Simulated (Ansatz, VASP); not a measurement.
# Two plane-wave programs on C

File POSCAR:

```
C
1.0
   -2.3562356169      2.3562356169      2.4291088834
    2.3562356169     -2.3562356169      2.4291088834
    2.3562356169      2.3562356169     -2.4291088834
C
8
Direct
    0.3254551632      0.0000000000      0.0000000000
    0.6745448368      0.6745448368      0.6745448368
    0.0000000000      0.3254551632      0.0000000000
    0.0000000000      0.0000000000      0.3254551632
    0.0000000000      0.6745448368      0.0000000000
    0.3254551632      0.3254551632      0.3254551632
    0.6745448368      0.0000000000      0.0000000000
    0.0000000000      0.0000000000      0.6745448368
```

The input INCAR.step1:

```
PREC = Accurate ; ENCUT = 520
ISMEAR = 0 ; SIGMA = 0.05
LREAL = False ; LASPH = True
NELM = 80 ; NBANDS = 26
GGA = PE ; ALGO = Normal
EDIFF = 1E-4 ; LWAVE = True
LCHARG = False
```

Contents of INCAR.step2:

```
PREC = Accurate ; ENCUT = 520
EDIFF = 1E-7 ; ISMEAR = 0
SIGMA = 0.05 ; LREAL = False
LASPH = True ; NELM = 80
ALGO = Normal ; ISIF = 2
LWAVE = False ; LCHARG = True
METAGGA = R2SCAN ; LMIXTAU = True
LELF = True ; LVHAR = True
NBANDS = 26 ; ISTART = 1
```

File KPOINTS:

```
regular mesh
0
Gamma
  8 8 8
```

Input for Ansatz:

```yaml
crystal:
  lattice:
    - [-2.3562356169, 2.3562356169, 2.4291088834]
    - [2.3562356169, -2.3562356169, 2.4291088834]
    - [2.3562356169, 2.3562356169, -2.4291088834]
  atoms:
    - { symbol: C, position: [0.3254551632, 0.0, 0.0] }
    - { symbol: C, position: [0.6745448368, 0.6745448368, 0.6745448368] }
    - { symbol: C, position: [0.0, 0.3254551632, 0.0] }
    - { symbol: C, position: [0.0, 0.0, 0.3254551632] }
    - { symbol: C, position: [0.0, 0.6745448368, 0.0] }
    - { symbol: C, position: [0.3254551632, 0.3254551632, 0.3254551632] }
    - { symbol: C, position: [0.6745448368, 0.0, 0.0] }
    - { symbol: C, position: [0.0, 0.0, 0.6745448368] }
basis:
  ecutwfc: 500
kpoints:
  mp_grid: { grid: [8, 8, 8] }
hamiltonian:
  xc: r2scan
scf:
  occupations: { method: gaussian, width: 0.05 }
output:
  forces: true
  stress: true
  eigenvalues: true
```

Change from the starting cell: strain -0.030 along x and y, +0.000 along z, atoms carried along.

Alike in both runs: task single point; functional r2SCAN; k mesh 8 × 8 × 8; occupations gaussian, width 0.05 eV; no spin polarisation.

|  | VASP | Ansatz |
| --- | --- | --- |
| version | VASP 6.6.1 | Ansatz 0.2.0 |
| potentials or method | VASP PAW PBE potentials, release 64 (C), cutoff 520 eV | scalar-relativistic, plane waves, PAW |
| valence electrons in the cell | 32 | 32 |

|  | VASP | Ansatz | Ansatz less VASP |
| --- | --- | --- | --- |
| gap on the k mesh at the Fermi level (eV) | 2.85 | 2.87 | +0.020 |
| least direct gap on the mesh (eV) | 3.52 | 3.56 | +0.033 |
| pressure (GPa) | 23.8 | 22.7 | -1.07 |
| traceless stress, the component that is largest in VASP (GPa) | -13.33 | -13.15 | +0.180 |
| rms of the force components (eV/Å) | 0.485 | 0.460 | -0.0251 |

VASP's potentials were made for PBE, not for r2SCAN. Atom by atom the forces differ by 0.038 eV/Å (rms over components). With one functional, cell and mesh, what is left measures potentials, basis and numerics.
